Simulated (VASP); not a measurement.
Wanted: the native input for a VASP 6.6.1 run.

```
Task                   : single point
Functional             : PBE
Potentials or basis    : VASP PAW PBE potentials, release 64 (Cd, Se, S)
Cutoff                 : 520 eV
k mesh                 : 6 × 6 × 4
Occupations            : gaussian, width 0.02 eV
Spin                   : no spin polarisation
Dipole correction      : no
Further INCAR settings : ALGO = Normal; EDIFF = 1e-06; NBANDS = 36
```

The structure of Cd3SeS2 lies in POSCAR:

```
Cd3SeS2
1.0
    4.0734087436      0.0000000277      0.0000000000
   -2.0367043958      3.5276754381      0.0000000000
    0.0000000000      0.0000000000     10.0008067658
Cd Se S
3 1 2
Direct
    0.0000000000      0.0000000000      0.9899138130
    0.3333333333      0.6666666667      0.6663729842
    0.6666666667      0.3333333333      0.3442941824
    0.0000000000      0.0000000000      0.2462567548
    0.3333333333      0.6666666667      0.9132620290
    0.6666666667      0.3333333333      0.5898992367
```

This cell differs from its parent crystal: volume scaled by 0.88, then relaxed in part.

These files were run (other wordings do the same):

INCAR

```
PREC = Accurate
ENCUT = 520
EDIFF = 1E-6
ISMEAR = 0
SIGMA = 0.02
LREAL = F
LASPH = T
NELM = 60
ALGO = Normal
ISIF = 2
LWAVE = F
LCHARG = F
GGA = PE
NBANDS = 36
```

KPOINTS

```
Automatic mesh
0
Gamma
  6 6 4
```

Potentials or basis: VASP PAW PBE potentials, release 64 (Cd, Se, S).

Run with:

```bash
$ cat potpaw_PBE.64/Cd/POTCAR potpaw_PBE.64/Se/POTCAR potpaw_PBE.64/S/POTCAR > POTCAR
$ mpirun -np 1 vasp_std > vasp.out
```

Results of the run:

* Pressure: 9.1 GPa
* Largest force: 0.006 eV/Å
* Band gap on the k mesh: 0.91 eV, direct

Wall time 72 s on 1 thread of Intel(R) Xeon(R) 6975P-C (Granite Rapids), on a shared host, peak memory 0.31 GiB.
